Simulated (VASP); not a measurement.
Write the native input for VASP 6.6.1 that does the following.

* Task: single point
* Functional: LDA
* Potentials or basis: VASP PAW LDA potentials, release 64 (La, In_d, C, O)
* Cutoff: 520 eV
* k mesh: 2 × 2 × 1
* Occupations: fermi-dirac, width 0.15 eV
* Spin: no spin polarisation
* Dipole correction: no
* Further INCAR settings: LREAL = Auto; ALGO = Normal; EDIFF = 1e-06; NBANDS = 96

The structure of La3In9CO2 lies in POSCAR:

```
La3In9CO2
1.0
    6.7515270000      0.0000000000      0.0000000000
    3.3757630000      5.8469940000      0.0000000000
    0.0000000000      0.0000000000     19.5125990000
La In C O
3 9 1 2
Direct
    0.0000000000      0.0000000000      0.0512489392
    0.6664550144      0.6666673508      0.1990252554
    0.3367168349      0.3330942361      0.3310732722
    0.5000054062      0.0000000000      0.0512489392
    0.0000024836      0.5000005131      0.0512489392
    0.4999930783      0.5000005131      0.0512489392
    0.1674044599      0.6649057618      0.1900566911
    0.6646213909      0.1672483331      0.1900464413
    0.1677673073      0.1675219780      0.1899849425
    0.8570111973      0.2927829240      0.3280444599
    0.2922035440      0.8559783027      0.3293256834
    0.8570085031      0.8499068068      0.3248824003
    0.7327562088     -0.0324440217      0.4153880270
    0.6238482249      0.1827947831      0.4293636127
    0.8038258874     -0.1995555323      0.4525998817
```

These files were run (other wordings do the same):

INCAR

```
PREC = Accurate
ENCUT = 520
EDIFF = 1E-6
ISMEAR = -1
SIGMA = 0.15
LREAL = Auto
LASPH = True
NELM = 60
ALGO = Normal
ISIF = 2
LWAVE = False
LCHARG = False
GGA = CA
NBANDS = 96
```

KPOINTS

```
regular mesh
0
Gamma
  2 2 1
```

Potentials or basis: VASP PAW LDA potentials, release 64 (La, In_d, C, O).

Command:

```console
$ cat potpaw_LDA.64/La/POTCAR potpaw_LDA.64/In_d/POTCAR potpaw_LDA.64/C/POTCAR potpaw_LDA.64/O/POTCAR > POTCAR
$ mpirun -np 1 vasp_std > vasp.out
```

It gave:

```
Largest force          : 4.859 eV/Å
Band gap on the k mesh : 0.08 eV (least direct gap 0.16 eV)
```

Caveat: the k points lie up to 0.54 Å⁻¹ apart; the smearing spreads over this small gap; there is no dipole correction, which matters where the two faces differ; spin-orbit coupling is left out, which moves the levels of the heavy elements.

Wall time 19 min on 1 thread of Intel Xeon 8259CL (shared host), peak memory 0.66 GiB.
